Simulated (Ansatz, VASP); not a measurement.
**HfO2 in VASP and in Ansatz**

The input INCAR:

```
PREC = Accurate
ENCUT = 520
EDIFF = 1E-7
ISMEAR = 0
SIGMA = 0.01
LREAL = False
LASPH = True
NELM = 100
ALGO = Normal
ISIF = 2
LWAVE = False
LCHARG = False
GGA = PS
NBANDS = 31
```

The input KPOINTS:

```
Automatic mesh
0
Gamma
  4 4 6
```

File POSCAR:

```
HfO2
1.0
    4.9079369091      0.0000000000      0.0000000000
    0.0000000000      4.9079369091      0.0000000000
    0.0000000000      0.0000000000      3.2682873332
Hf O
2 4
Direct
    0.0000000000      0.0000000000      0.0000000000
    0.5000000000      0.5000000000      0.5000000000
    0.1949600000      0.8050400000      0.5000000000
    0.3050400000      0.3050400000      0.0000000000
    0.6949600000      0.6949600000      0.0000000000
    0.8050400000      0.1949600000      0.5000000000
```

Input for Ansatz:

```yaml
crystal:
  lattice:
    - [4.907936909114011, 0.0, 0.0]
    - [0.0, 4.907936909114011, 0.0]
    - [0.0, 0.0, 3.2682873332486206]
  atoms:
    - { symbol: Hf, position: [0.0, 0.0, 0.0] }
    - { symbol: Hf, position: [0.5, 0.5, 0.5] }
    - { symbol: O, position: [0.19496, 0.80504, 0.5] }
    - { symbol: O, position: [0.30504, 0.30504, 0.0] }
    - { symbol: O, position: [0.69496, 0.69496, 0.0] }
    - { symbol: O, position: [0.80504, 0.19496, 0.5] }
basis:
  ecutwfc: 500.0
kpoints:
  mp_grid:
    grid: [4, 4, 6]
hamiltonian:
  xc: pbesol
scf:
  occupations:
    method: fixed
output:
  stress: true
```

Alike in both runs: task single point; functional PBEsol; k mesh 4 × 4 × 6; no spin polarisation.

|  | VASP | Ansatz |
| --- | --- | --- |
| version | VASP 6.6.1 | Ansatz 0.2.0 |
| potentials or method | VASP PAW PBE potentials, release 64 (Hf_pv, O), cutoff 520 eV | plane waves, PAW |
| occupations | gaussian, width 0.01 eV | fixed |
| valence electrons in the cell | 44 | 76 |

Ansatz gave:

```
pressure (GPa)                                                : -10.4
traceless stress, the component that is largest in VASP (GPa) : -2.24
```

Task: What did VASP give for the same quantities?

Result: Pressure (GPa): -12.9; traceless stress, the component that is largest in VASP (GPa): -2.67.

VASP's potentials were made for PBE, not for PBEsol. VASP's potentials hold 44 valence electrons a cell and Ansatz's 76, so a difference there can come from the potentials and not from the codes.

Neither program's run includes spin-orbit coupling.
